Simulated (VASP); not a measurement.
## KCrF3: single point with LDA+U

KCrF3:

```
Cr F K
1.0
     4.34012    0.00000    0.00000
     0.00000    4.34012    0.00000
     0.00000    0.00000    4.34012
Cr F K
1 3 1
Direct
  0.00000 0.00000 0.00000
  0.50000 0.00000 0.00000
  0.00000 0.50000 0.00000
  0.00000 0.00000 0.50000
  0.50000 0.50000 0.50000
```

- Program: VASP 6.6.1
- Task: single point
- Functional: LDA
- Potentials or basis: VASP PAW LDA potentials, release 64 (Cr_pv, F, K_sv)
- Cutoff: 520 eV
- k mesh: 4 × 4 × 4, shifted
- Occupations: fermi-dirac, width 0.0147 eV
- Spin: collinear spin, ferromagnetic start
- Starting moments: [4.0, 0.0, 0.0, 0.0, 0.0] μB
- Hubbard terms: Cr d U = 4.24 eV

* Pressure: -10.7 GPa
* Band gap on the k mesh: zero (filled and empty bands overlap)
* Net moment: 4.00 μB per cell
* Site moments: Cr +3.82; F -0.01; K +0.00 μB
* Valence electrons inside the program's atomic spheres: Cr 10.37; F 6.04; K 7.52

Levels at points of the mesh, in eV from the Fermi level:
Spin up:
| k point | band 21 | band 22 | band 23 | band 24 | band 25 | band 26 |
| --- | --- | --- | --- | --- | --- | --- |
| (0.12, 0.12, 0.12) | -2.68 | -2.68 | -0.45 | -0.45 | 1.62 | 4.18 |
Spin down:
```csv
k point,band 17,band 18,band 19,band 20,band 21,band 22
"(0.12, 0.12, 0.12)",-4.95,-4.94,-4.94,1.97,3.72,3.72
```

Eigenvalues of the final occupation matrices:
| site | spin | trace | eigenvalues |
| --- | --- | --- | --- |
| site 1 d | 1 | 3.95 | 0.57 0.57 0.94 0.94 0.94 |
| site 1 d | 2 | 0.16 | 0.01 0.01 0.01 0.06 0.06 |

It took 2.9 min on 1 thread of Intel Xeon 8259CL, with other jobs on the host, peak memory 0.25 GiB.

Caveat: the k points lie up to 0.36 Å⁻¹ apart; a cell with one magnetic atom can't hold antiferromagnetic order, which such compounds often take. The state reached can hang on the start; a lower one may exist.
